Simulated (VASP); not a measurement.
Here is a VASP 6.6.1 calculation.

File INCAR:

```
  PREC = Accurate
  ENCUT = 500
  EDIFF = 1E-6
  ISMEAR = 0
  SIGMA = 0.15
  LREAL = F
  LASPH = T
  NELM = 120
  ALGO = Normal
  ISIF = 2
  LWAVE = F
  LCHARG = T
  GGA = PE
  LELF = T
  LVHAR = T
  NBANDS = 27
  GGA_COMPAT = F
```

File KPOINTS:

```
Automatic mesh
0
Gamma
  3 3 3
```

Contents of POSCAR:

```
MoH3
1.0
    3.6107997708      0.0000000000      0.0000000000
    0.0000000000      3.6107997708      0.0000000000
    0.0000000000      0.0000000000      3.6107997708
H Mo
6 2
Direct
    0.2500000000      0.0000000000      0.5000000000
    0.7500000000      0.0000000000      0.5000000000
    0.0000000000      0.5000000000      0.2500000000
    0.0000000000      0.5000000000      0.7500000000
    0.5000000000      0.7500000000      0.0000000000
    0.5000000000      0.2500000000      0.0000000000
    0.0000000000      0.0000000000      0.0000000000
    0.5000000000      0.5000000000      0.5000000000
```

Potentials or basis: VASP PAW PBE potentials, release 64 (H, Mo_sv).

Launch:

```bash
$ cat potpaw_PBE.64/H/POTCAR potpaw_PBE.64/Mo_sv/POTCAR > POTCAR
$ mpirun -np 1 vasp_std > vasp.out
```

Problem. Estimate the pressure.

Solution. -0.1 GPa.

Problem. Predict the band gap on the k mesh.

Solution. Zero (band 17 reaches 9.89 eV, above the bottom of band 18 at 9.22 eV).

Caveat: the k points lie up to 0.58 Å⁻¹ apart.
